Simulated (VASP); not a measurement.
# Sn3C: relaxation of cell and atoms with PBE

The system is Sn3C.

```
Sn C
1.0
     0.00000    3.60461    3.60461
     3.60461    0.00000    3.60461
     3.60461    3.60461    0.00000
Sn C
3 1
Direct
  0.25000 0.25000 0.25000
  0.75000 0.75000 0.75000
  0.50000 0.50000 0.50000
  0.00000 0.00000 0.00000
```

The cell was generated, and may not be a known phase.

```
Program                : VASP 6.6.1
Task                   : relaxation of cell and atoms
Functional             : PBE
Potentials or basis    : VASP PAW PBE potentials, release 64 (Sn_d, C)
Cutoff                 : 600 eV
k mesh                 : 4 × 4 × 4
Occupations            : gaussian, width 0.1 eV
Spin                   : no spin polarisation
Dipole correction      : no
Further INCAR settings : ALGO = Normal; EDIFF = 1e-06; IBRION = 2; EDIFFG = -0.04; NSW = 90; ISIF = 3
```

| Item | Value |
| --- | --- |
| Relaxed volume | 21.88 Å³/atom |
| Relaxed cell | a = 4.984 Å, b = 4.984 Å, c = 4.984 Å, α = 60.00°, β = 60.00°, γ = 60.00° |
| Space group after relaxing (to 0.1 Å) | Fm-3m (No. 225) |
| Energy gained by relaxing | 18.8 meV/atom |
| Ionic steps | 3 |
| Pressure after relaxing | 0.0 GPa |

The path:
```tsv
step	energy change (eV)	largest force (eV/Å)	pressure (GPa)	volume (Å³)
1	0.0000	0.0000	-3.70	93.67
2	-0.0730	0.0000	0.76	86.54
3	-0.0753	0.0000	0.00	87.54
```

Final structure:
```
Sn C
1.0
     0.00000    3.52412    3.52412
     3.52412    0.00000    3.52412
     3.52412    3.52412    0.00000
Sn C
3 1
Direct
  0.25000 0.25000 0.25000
  0.75000 0.75000 0.75000
  0.50000 0.50000 0.50000
  0.00000 0.00000 0.00000
```

Levels at points of the mesh, in eV from the Fermi level:
| k point | band 21 | band 22 | band 23 | band 24 | band 25 | band 26 |
| --- | --- | --- | --- | --- | --- | --- |
| (0.00, 0.00, 0.00) | -1.62 | -1.62 | -1.27 | -1.27 | -1.27 | -0.54 |
| (0.50, 0.00, 0.00) | -2.45 | -2.27 | -2.27 | 0.43 | 0.91 | 2.43 |
| (0.50, 0.50, 0.00) | -4.68 | 0.88 | 1.09 | 1.09 | 1.56 | 3.61 |

Run time: 2.8 min on 1 thread of AMD EPYC 7R13, with other jobs on the host, peak memory 0.24 GiB.

Caveat: the k points lie up to 0.39 Å⁻¹ apart in the final cell; the highest band is partly filled, so the run has too few bands; spin-orbit coupling is left out, which moves the levels of the heavy elements.
